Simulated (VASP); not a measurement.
Input of a VASP 6.6.1 run:

POSCAR

```
MgB2
1.0
    3.0850000000      0.0000000000      0.0000000000
   -1.5425000000      2.6716883707      0.0000000000
    0.0000000000      0.0000000000      3.5230000000
Mg B
1 2
Direct
    0.0000000000      0.0000000000      0.0000000000
    0.6666666667      0.3333333333      0.5000000000
    0.3333333333      0.6666666667      0.5000000000
```

INCAR.step1

```
SYSTEM = MgB2
PREC = Accurate
ENCUT = 520
EDIFF = 1E-5
ISMEAR = -1
SIGMA = 0.05
LREAL = .False.
LASPH = .True.
NELM = 80
ALGO = Normal
ISIF = 2
LWAVE = .True.
LCHARG = .False.
NBANDS = 11
GGA = PE
```

The input INCAR.step2:

```
SYSTEM = MgB2
PREC = Accurate
ENCUT = 520
EDIFF = 1E-6
ISMEAR = -1
SIGMA = 0.05
LREAL = .False.
LASPH = .True.
NELM = 80
ALGO = Normal
ISIF = 2
LWAVE = .False.
LCHARG = .False.
GGA = PS
LHFCALC = .True.
AEXX = 0.25
HFSCREEN = 0.207
PRECFOCK = Normal
NBANDS = 11
ISTART = 1
```

File KPOINTS:

```
regular mesh
0
Gamma
  5 5 4
  0 0 0
```

Potentials or basis: VASP PAW PBE potentials, release 64 (Mg, B).

The run is started by

```sh
$ cat potpaw_PBE.64/Mg/POTCAR potpaw_PBE.64/B/POTCAR > POTCAR
$ cp INCAR.step1 INCAR
$ mpirun -np 1 vasp_std > vasp.out
$ cp INCAR.step2 INCAR
$ mpirun -np 1 vasp_std > vasp.out
```

Question: Estimate the band gap on the k mesh.

Answer: Zero (band 4 reaches 6.08 eV, above the bottom of band 5 at 3.72 eV).

Question: Predict the pressure.

Answer: -4.5 GPa.

Caveat: the k points lie up to 0.47 Å⁻¹ apart; the PAW data sets were made with another functional, which shifts forces and pressure a little.
